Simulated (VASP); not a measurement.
# MgB2 (P6/mmm) in VASP: further runs, part 2 of 2

VASP 6.6.1.

### Step 3. Single point, RPBE+D4 (volume scaled by 0.96)

File INCAR:

```
PREC     = Accurate       # precision mode
ENCUT    = 520            # plane-wave cutoff, eV
EDIFF    = 1E-6           # SCF threshold, eV
ISMEAR   = 0              # smearing method
SIGMA    = 0.05           # smearing width, eV
LREAL    = False          # projectors in reciprocal space
LASPH    = True           # aspherical terms in the spheres
NELM     = 100            # most SCF steps
ALGO     = Normal         # electronic algorithm
ISIF     = 2              # what is computed and relaxed
LWAVE    = False          # write WAVECAR
LCHARG   = True           # write CHGCAR
GGA      = RP             # functional
IVDW     = 13             # dispersion correction
LELF     = True           # ELF
LVHAR    = True         
NBANDS   = 11             # bands
```

File KPOINTS:

```
Automatic mesh
0
Gamma
  8 8 6
```

File POSCAR:

```
MgB2
1.0
    3.0217978355      0.0000000000      0.0000000000
   -1.5108989177      2.6169536907      0.0000000000
    0.0000000000      0.0000000000      3.3596993644
Mg B
1 2
Direct
    0.0000000000      0.0000000000      0.0000000000
    0.3333333333      0.6666666667      0.5000000000
    0.6666666667      0.3333333333      0.5000000000
```

Potentials or basis: VASP PAW PBE potentials, release 64 (Mg, B).

Run with:

```bash
> cat potpaw_PBE.64/Mg/POTCAR potpaw_PBE.64/B/POTCAR > POTCAR
> mpirun -np 1 vasp_std > vasp.out
```

OUTCAR:

```text
PREC = Accurate
   ENCUT = 520
   EDIFF = 1E-6
   ISMEAR = 0
   LREAL = False
   LASPH = True
   NELM = 100
   ISIF = 2
   GGA = RP
   IVDW = 13

 ion  position               nearest neighbor table
   1  0.000  0.000  0.000-   2 2.42   3 2.42   2 2.42   3 2.42   3 2.42   3 2.42   2 2.42   2 2.42
                             3 2.42   3 2.42   2 2.42   2 2.42
   2  0.333  0.667  0.500-   3 1.74   3 1.74   3 1.74   1 2.42   1 2.42   1 2.42   1 2.42   1 2.42
                             1 2.42
   3  0.667  0.333  0.500-   2 1.74   2 1.74   2 1.74   1 2.42   1 2.42   1 2.42   1 2.42   1 2.42
                             1 2.42

  LATTYP: Found a hexagonal cell.
 ALAT       =     3.0217978355
 C/A-ratio  =     1.1118213551

  Lattice vectors:

 A1 = (   3.0217978355,   0.0000000000,   0.0000000000)
 A2 = (  -1.5108989177,   2.6169536907,   0.0000000000)
 A3 = (   0.0000000000,   0.0000000000,   3.3596993644)

Analysis of symmetry for initial positions (statically):
=====================================================================
 Subroutine PRICEL returns:
 Original cell was already a primitive cell.

 Routine SETGRP: Setting up the symmetry group for a
 hexagonal supercell.

 Subroutine GETGRP returns: Found 24 space group operations
 (whereof 24 operations were pure point group operations)
 out of a pool of 24 trial point group operations.

The static configuration has the point symmetry D_6h.

Analysis of symmetry for dynamics (positions and initial velocities):
=====================================================================
 Subroutine PRICEL returns:
 Original cell was already a primitive cell.

 Routine SETGRP: Setting up the symmetry group for a
 hexagonal supercell.

 Subroutine GETGRP returns: Found 24 space group operations
 (whereof 24 operations were pure point group operations)
 out of a pool of 24 trial point group operations.

The dynamic configuration has the point symmetry D_6h.

 Subroutine INISYM returns: Found 24 space group operations
 (whereof 24 operations are pure point group operations),
 and found     1 'primitive' translations

----------------------------------------------------------------------------------------

                                     Primitive cell

  volume of cell :      26.5682

  direct lattice vectors                    reciprocal lattice vectors
     3.021797836  0.000000000  0.000000000     0.330928823  0.191061845  0.000000000
    -1.510898918  2.616953691  0.000000000     0.000000000  0.382123690  0.000000000
     0.000000000  0.000000000  3.359699364     0.000000000  0.000000000  0.297645679

  length of vectors
     3.021797836  3.021797836  3.359699364     0.382123690  0.382123690  0.297645679

  position of ions in fractional coordinates (direct lattice)
     0.000000000  0.000000000  0.000000000
     0.333333333  0.666666667  0.500000000
     0.666666667  0.333333333  0.500000000

  ion indices of the primitive-cell ions
   primitive index   ion index
                 1           1
                 2           2
                 3           3

----------------------------------------------------------------------------------------

 KPOINTS: Automatic mesh

Automatic generation of k-mesh.
 Grid dimensions read from file:
 generate k-points for:    8    8    6

 Generating k-lattice:

[... 23 lines left out ...]
  0.125000  0.125000  0.000000      6.000000
[... 16 lines left out ...]
  0.250000  0.000000  0.333333     12.000000
  0.375000  0.000000  0.333333     12.000000
 [... further k-points ...]
   k-points           NKPTS =     40   k-points in BZ     NKDIM =     40   number of bands    NBANDS=     11
   number of dos      NEDOS =    301   number of ions     NIONS =      3
   total plane-waves  NPLWV =  16128
   dimension x,y,z NGX =    24 NGY =   24 NGZ =   28
   dimension x,y,z NGXF=    48 NGYF=   48 NGZF=   56
   ions per type =               1   2
   NGX,Y,Z   is equivalent  to a cutoff of  13.20, 13.20, 13.86 a.u.
   NGXF,Y,Z  is equivalent  to a cutoff of  26.41, 26.41, 27.71 a.u.
 SYSTEM =  unknown system
   PREC   = accura    normal or accurate (medium, high low for compatibility)
   ISTART =      0    job   : 0-new  1-cont  2-samecut
   ICHARG =      2    charge: 1-file 2-atom 10-const
   ISPIN  =      1    spin polarized calculation?
   LNONCOLLINEAR =      F non collinear calculations
   LSORBIT =      F    spin-orbit coupling
   LASPH  =      T    aspherical Exc in radial PAW
   ENCUT  =  520.0 eV  38.22 Ry    6.18 a.u.   5.62  5.62  6.25*2*pi/ulx,y,z
   NELM   =    100;   NELMIN=  2; NELMDL= -5     # of ELM steps
   EDIFF  = 0.1E-05   stopping-criterion for ELM
   LREAL  =      F    real-space projection
[... 7 lines left out ...]
   TEBEG  =    0.0;   TEEND  =   0.0 temperature during run
   PSTRESS=    0.0 pullay stress
   NELECT =       8.0000    total number of electrons
   NUPDOWN=      -1.0000    fix difference up-down
   EMIN   =  10.00;   EMAX   =-10.00  energy-range for DOS
   EFERMI =   0.00;   METHOD = LEGACY
   ISMEAR =     0;   SIGMA  =   0.05  broadening in eV -4-tet -1-fermi 0-gaus
   EFERMI_NEDOS =   21; number of points for ismear=-14 and -15
   IALGO  =     38    algorithm
   IMIX   =      4    mixing-type and parameters
     AMIX     =   0.40;   BMIX     =  1.00
     AMIX_MAG =   1.60;   BMIX_MAG =  1.00
  volume/ion in A,a.u.               =       8.86        59.76
  Fermi-wavevector in a.u.,A,eV,Ry     =   1.097280  2.073559 16.381739  1.204024
  Thomas-Fermi vector in A             =   2.233637
   LORBIT       =      0    0 simple, 1 ext, 2 COOP (PROOUT), +10 PAW based schemes
   GGA     = RP    functional components
   LHFCALC =     F    Hartree Fock is set to
   AEXX    =    0.0000 exact exchange contribution
   IVDW    =    13    specifies the selected vdW correction
   LEPSILON=     F    determine dielectric tensor
   LRPA    =     F    only Hartree local field effects (RPA)
 non-spin polarized calculation
 Gauss-broadening in eV      SIGMA  =   0.05
  energy-cutoff  :      520.00
  volume of cell :       26.57
 maximum number of plane-waves:       733
 NGX is ok and might be reduce to    24
   NGX = 11   NGY = 11   NGZ = 13

 number of electron       8.0000000 magnetization

 Free energy of the ion-electron system (eV)
  ---------------------------------------------------
  ext. energy  EPLUGINS =         0.00000000
  ---------------------------------------------------
  free energy    TOTEN  =       -14.36645763 eV

  energy without entropy =      -14.36429298  energy(sigma->0) =      -14.36537530

 E-fermi :   6.0212     XC(G=0): -11.1912

 val. band max:        6.0141248394   @ k =   0.1250   0.0000   0.3333
 cond. band min:       6.0495905626   @ k =   0.3750   0.1250   0.3333
 fundamental gap:      0.0354657232
 Fermi energy:         6.0212374740

 k-point     1 :       0.0000    0.0000    0.0000
  band No.  band energies     occupation
      1      -6.9734      2.00000
      2       3.1984      2.00000
      3       6.3068      0.00000
      4       6.3068      0.00000
      5       8.3522      0.00000
      6      12.4357      0.00000
      7      12.4357      0.00000
      8      14.5628      0.00000
      9      16.6544      0.00000
     10      19.4272      0.00000
     11      23.1841      0.00000
[... 309 lines left out ...]
 k-point    24 :       0.3750    0.0000    0.3333
  band No.  band energies     occupation
      1      -3.6533      2.00000
      2       0.4157      2.00000
      3       1.9312      2.00000
      4       4.1631      2.00000
      5       7.1475      0.00000
      6      11.7622      0.00000
      7      16.3120      0.00000
      8      16.4292      0.00000
      9      17.4051      0.00000
     10      20.0689      0.00000
     11      20.1094      0.00000

 [... further k-points ...]

------------------------ aborting loop because EDIFF is reached ----------------------------------------

  DFT-D4 for vdW energy calculation

  Edisp (eV):   -1.55540

  FORCE on cell =-STRESS in cart. coord.  units (eV):
  Direction    XX          YY          ZZ          XY          YZ          ZX
  --------------------------------------------------------------------------------------
  -------------------------------------------------------------------------------------
  Total       1.05328     1.05328     1.01510     0.00000     0.00000     0.00000
  in kB      63.51748    63.51748    61.21488     0.00000     0.00000     0.00000
  external pressure =       62.75 kB  Pullay stress =        0.00 kB

 VOLUME and BASIS-vectors are now :
 -----------------------------------------------------------------------------
  energy-cutoff  :      520.00
  volume of cell :       26.57
      direct lattice vectors                 reciprocal lattice vectors
     3.021797836  0.000000000  0.000000000     0.330928823  0.191061845  0.000000000
    -1.510898918  2.616953691  0.000000000     0.000000000  0.382123690  0.000000000
     0.000000000  0.000000000  3.359699364     0.000000000  0.000000000  0.297645679

 POSITION                                       TOTAL-FORCE (eV/Angst)
 -----------------------------------------------------------------------------------
      0.00000      0.00000      0.00000        -0.000000      0.000000      0.000000
     -0.00000      1.74464      1.67985         0.000000     -0.000000      0.000000
      1.51090      0.87232      1.67985        -0.000000      0.000000     -0.000000
 -----------------------------------------------------------------------------------
    total drift:                                0.000000     -0.000000     -0.000000

  FREE ENERGIE OF THE ION-ELECTRON SYSTEM (eV)
  ---------------------------------------------------
  free  energy   TOTEN  =       -15.9218608908 eV

  energy  without entropy=      -15.9196962449  energy(sigma->0) =      -15.92077857
```

It took 16 s on 1 thread of Intel Xeon Platinum 8259CL at 2.50GHz (Skylake/Cascade Lake), shared host; peak memory 0.15 GiB.

Results:

* Free energy: -15.9219 eV
* Pressure: 6.3 GPa
* Band gap on the k mesh: zero (band 4 reaches 7.32 eV, above the bottom of band 5 at 4.40 eV)
* Dispersion energy per atom: -0.518 eV

Levels at points of the mesh, in eV from the Fermi level:
| k point | band 2 | band 3 | band 4 | band 5 | band 6 | band 7 |
| --- | --- | --- | --- | --- | --- | --- |
| (0.00, 0.00, 0.00) | -2.82 | 0.29 | 0.29 | 2.33 | 6.41 | 6.41 |
| (0.50, 0.00, 0.00) | -8.26 | -2.38 | 0.36 | 3.46 | 3.86 | 6.14 |
| (0.00, 0.00, 0.50) | -7.78 | 0.76 | 0.76 | 6.74 | 6.74 | 8.19 |
| (0.50, 0.00, 0.50) | -7.22 | -3.83 | -2.04 | -1.37 | 6.07 | 9.35 |

Caveat: the PAW data sets were made with another functional, which shifts forces and pressure a little; pairwise dispersion overbinds metals, which lowers pressure and volume.
